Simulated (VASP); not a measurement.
# ZnS (P6_3/mmc) in VASP: further runs, part 2 of 2

VASP 6.6.1. The steps go on from the part before.

## (3) Vibrations by perturbation theory, PBEsol

This run uses another cell than the first one, of 19.15 Å³/atom.

INCAR reads:

```
  PREC = Accurate
  ENCUT = 520
  EDIFF = 1E-8
  ISMEAR = 0
  SIGMA = 0.01
  LREAL = False
  LASPH = True
  NELM = 60
  ALGO = Normal
  ISIF = 2
  LWAVE = False
  LCHARG = False
  GGA = PS
  NBANDS = 26
  IBRION = 8
  NSW = 1
  LEPSILON = True
```

KPOINTS reads:

```
regular mesh
0
Gamma
  6 6 4
```

POSCAR reads:

```
ZnS
1.0
    3.9461766579      0.0000000000      0.0000000000
   -1.9730883290      3.4174892335      0.0000000000
    0.0000000000      0.0000000000      5.6785156113
Zn S
2 2
Direct
    0.3333333333      0.6666666667      0.2500000000
    0.6666666667      0.3333333333      0.7500000000
    0.6666666667      0.3333333333      0.2500000000
    0.3333333333      0.6666666667      0.7500000000
```

Potentials or basis: VASP PAW PBE potentials, release 64 (Zn, S).

The run is started by

```bash
$ cat potpaw_PBE.64/Zn/POTCAR potpaw_PBE.64/S/POTCAR > POTCAR
$ mpirun -np 1 vasp_std > vasp.out
```

OUTCAR:

```text
PREC = Accurate
   ENCUT = 520
   EDIFF = 1E-8
   ISMEAR = 0
   LREAL = False
   LASPH = True
   NELM = 60
   ISIF = 2
   GGA = PS
   IBRION = 8
   NSW = 1
   LEPSILON = True

 ion  position               nearest neighbor table
   1  0.333  0.667  0.250-   3 2.28   3 2.28   3 2.28   4 2.84   4 2.84
   2  0.667  0.333  0.750-   4 2.28   4 2.28   4 2.28   3 2.84   3 2.84
   3  0.667  0.333  0.250-   1 2.28   1 2.28   1 2.28   2 2.84   2 2.84
   4  0.333  0.667  0.750-   2 2.28   2 2.28   2 2.28   1 2.84   1 2.84

  LATTYP: Found a hexagonal cell.
 ALAT       =     3.9461766579
 C/A-ratio  =     1.4389917390

  Lattice vectors:

 A1 = (   3.9461766579,   0.0000000000,   0.0000000000)
 A2 = (  -1.9730883290,   3.4174892335,   0.0000000000)
 A3 = (   0.0000000000,   0.0000000000,   5.6785156113)

Analysis of symmetry for initial positions (statically):
=====================================================================
 Subroutine PRICEL returns:
 Original cell was already a primitive cell.

 Routine SETGRP: Setting up the symmetry group for a
 hexagonal supercell.

 Subroutine GETGRP returns: Found 24 space group operations
 (whereof 12 operations were pure point group operations)
 out of a pool of 24 trial point group operations.

The static configuration has the point symmetry D_3d.
 The point group associated with its full space group is D_6h.

Analysis of symmetry for dynamics (positions and initial velocities):
=====================================================================
 Subroutine PRICEL returns:
 Original cell was already a primitive cell.

 Routine SETGRP: Setting up the symmetry group for a
 hexagonal supercell.

 Subroutine GETGRP returns: Found 24 space group operations
 (whereof 12 operations were pure point group operations)
 out of a pool of 24 trial point group operations.

The dynamic configuration has the point symmetry D_3d.
 The point group associated with its full space group is D_6h.

 Subroutine INISYM returns: Found 24 space group operations
 (whereof 12 operations are pure point group operations),
 and found     1 'primitive' translations

----------------------------------------------------------------------------------------

                                     Primitive cell

  volume of cell :      76.5806

  direct lattice vectors                    reciprocal lattice vectors
     3.946176658  0.000000000  0.000000000     0.253409841  0.146306240  0.000000000
[... 840 lines left out ...]
           6.965247    -0.000000     0.000000
          -0.000000     6.965247    -0.000000
           0.000000     0.000000     6.986620
 ------------------------------------------------------

 PIEZOELECTRIC TENSOR (including local field effects)  for field in x, y, z        (e  Angst)
          XX          YY          ZZ          XY          YZ          ZX
  --------------------------------------------------------------------------------
  x     0.00000     0.00000     0.00000     0.00000     0.00000     0.00000
  y     0.00000     0.00000     0.00000     0.00000     0.00000     0.00000
  z     0.00000     0.00000     0.00000     0.00000     0.00000     0.00000

 PIEZOELECTRIC TENSOR (including local field effects)  for field in x, y, z        (C/m^2)
          XX          YY          ZZ          XY          YZ          ZX
  --------------------------------------------------------------------------------
  x     0.00000     0.00000     0.00000     0.00000     0.00000     0.00000
  y     0.00000     0.00000     0.00000     0.00000     0.00000     0.00000
  z     0.00000     0.00000     0.00000     0.00000     0.00000     0.00000

 BORN EFFECTIVE CHARGES (including local field effects) (in |e|, cummulative output)
 ---------------------------------------------------------------------------------
 ion    1
    1     2.16880    -0.00000     0.00000
    2    -0.00000     2.16880     0.00000
    3     0.00000     0.00000     2.57483
 ion    2
    1     2.16880    -0.00000     0.00000
    2    -0.00000     2.16880     0.00000
    3    -0.00000     0.00000     2.57483
 ion    3
    1    -2.16880     0.00000     0.00000
    2     0.00000    -2.16880     0.00000
    3    -0.00000     0.00000    -2.57483
 ion    4
    1    -2.16880     0.00000     0.00000
    2     0.00000    -2.16880     0.00000
    3     0.00000    -0.00000    -2.57483

 INTERNAL STRAIN TENSOR FOR ION    4 for displacements in x,y,z  (eV/Angst):
          X           Y           Z          XY          YZ          ZX
  --------------------------------------------------------------------------------
  x     0.00000    -0.00000     0.00000    -9.13773     0.00000     0.00000
  y    -9.13773     9.13773     0.00000    -0.00000     0.00000     0.00000
  z     0.00000     0.00000     0.00000     0.00000     0.00000    -0.00000

 SECOND DERIVATIVES (NOT SYMMETRIZED)
 ------------------------------------
               1X          1Y          1Z          2X          2Y          2Z          3X          3Y          3Z          4X          4Y          4Z
  1X    -8.803270    0.000000    0.000000    0.169870   -0.000000    0.000000    8.544902   -0.000000    0.000000    0.088498   -0.000000    0.000000
  1Y     0.000000   -8.803270    0.000000   -0.000000    0.169870    0.000000   -0.000000    8.544902    0.000000   -0.000000    0.088498    0.000000
  1Z     0.000000   -0.000000    1.825266    0.000000    0.000000    1.053578    0.000000    0.000000   -1.489712   -0.000000    0.000000   -1.389132
  2X     0.169870   -0.000000    0.000000   -8.803270    0.000000    0.000000    0.088498   -0.000000    0.000000    8.544902   -0.000000    0.000000
  2Y    -0.000000    0.169870    0.000000    0.000000   -8.803270    0.000000   -0.000000    0.088498    0.000000   -0.000000    8.544902    0.000000
  2Z     0.000000    0.000000    1.053578    0.000000   -0.000000    1.825266   -0.000000    0.000000   -1.389132    0.000000    0.000000   -1.489712
  3X     8.565598   -0.000000    0.000000    0.116474   -0.000000    0.000000   -9.271946    0.000000    0.000000    0.589875   -0.000000    0.000000
  3Y    -0.000000    8.565598    0.000000   -0.000000    0.116474    0.000000    0.000000   -9.271946    0.000000   -0.000000    0.589875    0.000000
  3Z     0.000000    0.000000   -1.519803   -0.000000   -0.000000   -1.382272    0.000000    0.000000   -0.655320    0.000000   -0.000000    3.557395
  4X     0.116474   -0.000000    0.000000    8.565598   -0.000000    0.000000    0.589875   -0.000000    0.000000   -9.271946    0.000000    0.000000
  4Y    -0.000000    0.116474    0.000000   -0.000000    8.565598    0.000000   -0.000000    0.589875    0.000000    0.000000   -9.271946    0.000000
  4Z    -0.000000   -0.000000   -1.382272    0.000000    0.000000   -1.519803    0.000000   -0.000000    3.557395    0.000000    0.000000   -0.655320

 Eigenvectors and eigenvalues of the dynamical matrix
 ----------------------------------------------------

   1 f  =   10.199803 THz    64.087250 2PiTHz  340.228792 cm-1    42.182975 meV
             X         Y         Z           dx          dy          dz
     -0.000000  2.278326  1.419629     0.359698   -0.126056   -0.000000
      1.973088  1.139163  4.258887    -0.359698    0.126056   -0.000000
      1.973088  1.139163  1.419629    -0.562074    0.196979   -0.000000
     -0.000000  2.278326  4.258887     0.562074   -0.196979   -0.000000
[... 71 lines left out ...]
  12 f/i=    5.734022 THz    36.027924 2PiTHz  191.266394 cm-1    23.714000 meV
             X         Y         Z           dx          dy          dz
     -0.000000  2.278326  1.419629    -0.000000    0.000000   -0.404512
      1.973088  1.139163  4.258887    -0.000000    0.000000   -0.404512
      1.973088  1.139163  1.419629    -0.000000    0.000000    0.579974
     -0.000000  2.278326  4.258887    -0.000000    0.000000    0.579974

--------------------------------------------------------------------------------------------------------

 MACROSCOPIC STATIC DIELECTRIC TENSOR IONIC CONTRIBUTION
 ------------------------------------------------------
           2.567493    -0.000000    -0.000000
          -0.000000     2.567493    -0.000000
          -0.000000    -0.000000     0.000000
 ------------------------------------------------------

 ELASTIC MODULI CONTR FROM IONIC RELAXATION (kBar)
 Direction    XX          YY          ZZ          XY          YZ          ZX
 --------------------------------------------------------------------------------
 XX        -354.7404    354.7404     -0.0000      0.0000     -0.0000      0.0000
 YY         354.7404   -354.7404      0.0000      0.0000      0.0000     -0.0000
 ZZ          -0.0000      0.0000     -0.0000      0.0000     -0.0000      0.0000
 XY           0.0000      0.0000      0.0000   -354.7404      0.0000     -0.0000
 YZ          -0.0000      0.0000     -0.0000      0.0000     -0.0000      0.0000
 ZX           0.0000     -0.0000      0.0000     -0.0000      0.0000     -0.0000
 --------------------------------------------------------------------------------

 PIEZOELECTRIC TENSOR IONIC CONTR  for field in x, y, z        (C/m^2)
          XX          YY          ZZ          XY          YZ          ZX
  --------------------------------------------------------------------------------
  x     0.00000    -0.00000     0.00000    -0.00000    -0.00000     0.00000
  y    -0.00000     0.00000     0.00000     0.00000     0.00000    -0.00000
  z    -0.00000     0.00000    -0.00000    -0.00000    -0.00000     0.00000
```

It took 11 min on 1 thread of Intel Xeon 6975P-C (Granite Rapids), shared host; peak memory 0.47 GiB.

Results:

| Property | Result |
| --- | --- |
| Electronic dielectric tensor (diagonal) | 6.97, 6.97, 6.99 |
| Born charges (mean of the diagonal) | Zn +2.30; S -2.30 e |
| Highest phonon frequency at Γ, LO-TO splitting left out | 340 cm⁻¹ |
| Most unstable mode | 191i cm⁻¹ |

Phonon frequencies in cm⁻¹ (negative: imaginary):
```csv
q point,frequencies
"(0.000, 0.000, 0.000)",-191 -57 0 0 0 72 72 189 331 331 340 340
```

Electronic dielectric tensor:
```
6.97 0.00 0.00
0.00 6.97 0.00
0.00 0.00 6.99
```

Born effective charge tensors (e):
atom 1, Zn
```
2.17 0.00 0.00
0.00 2.17 0.00
0.00 0.00 2.57
```
atom 2, Zn
```
2.17 0.00 0.00
0.00 2.17 0.00
0.00 0.00 2.57
```
atom 3, S
```
-2.17  0.00  0.00
 0.00 -2.17  0.00
 0.00  0.00 -2.57
```
atom 4, S
```
-2.17  0.00  0.00
 0.00 -2.17  0.00
 0.00  0.00 -2.57
```

Caveat: some modes are imaginary; the PAW data sets were made with another functional, which shifts forces and pressure a little.
